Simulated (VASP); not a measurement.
Si:

```
Si
1.0
    -1.31079    1.31079    2.13561
     1.31079   -1.31079    2.13561
     1.31079    1.31079   -2.13561
Si
1
Cartesian
  0.0000 0.0000 0.0000
```

```yaml
Program: VASP 6.6.1
Task: relaxation of cell and atoms
Functional: PBE
Potentials_or_basis: VASP PAW PBE potentials, release 64 (Si)
Cutoff: 600 eV
k_mesh: 30 × 30 × 30
Occupations: gaussian, width 0.1 eV
Spin: no spin polarisation
```

At the start: pressure -0.5 GPa; volume 14.68 Å³/atom.

Q: Where does the relaxation end?

A: Over 21 steps the energy falls by 5.8 meV/atom and the volume is 14.83 Å³/atom (+1.0 %); space group I4/mmm (No. 139, to 0.05 Å).

Step by step:
```
step  energy change (eV)  largest force (eV/Å)  pressure (GPa)  volume (Å³)
   1              0.0000                0.0000           -0.45        14.68
   2             -0.0003                0.0000            0.11        14.59
   3             -0.0003                0.0000            0.36        14.55
   4             -0.0007                0.0000            0.43        14.55
   5             -0.0020                0.0000            0.58        14.55
   6             -0.0042                0.0000            1.05        14.54
   7             -0.0014                0.0000            2.84        14.49
   8             -0.0044                0.0000            1.53        14.53
   9             -0.0045                0.0000            1.39        14.53
  10             -0.0047                0.0000            1.29        14.56
  11             -0.0052                0.0000            1.00        14.64
  12             -0.0055                0.0000            0.50        14.79
  13             -0.0056                0.0000            0.64        14.74
  14             -0.0056                0.0000            0.62        14.75
  15             -0.0057                0.0000            0.46        14.77
  16             -0.0058                0.0000            0.17        14.80
  17             -0.0058                0.0000            0.13        14.80
  18             -0.0058                0.0000            0.08        14.81
  19             -0.0058                0.0000            0.11        14.80
  20             -0.0058                0.0000            0.10        14.81
  21             -0.0058                0.0000            0.02        14.83
```

Final structure:
```yaml
crystal:
  lattice:
    - [-1.27535, 1.27535, 2.27892]
    - [1.27535, -1.27535, 2.27892]
    - [1.27535, 1.27535, -2.27892]
  atoms:
    - { symbol: Si, position: [0.00000, 0.00000, 0.00000] }
```
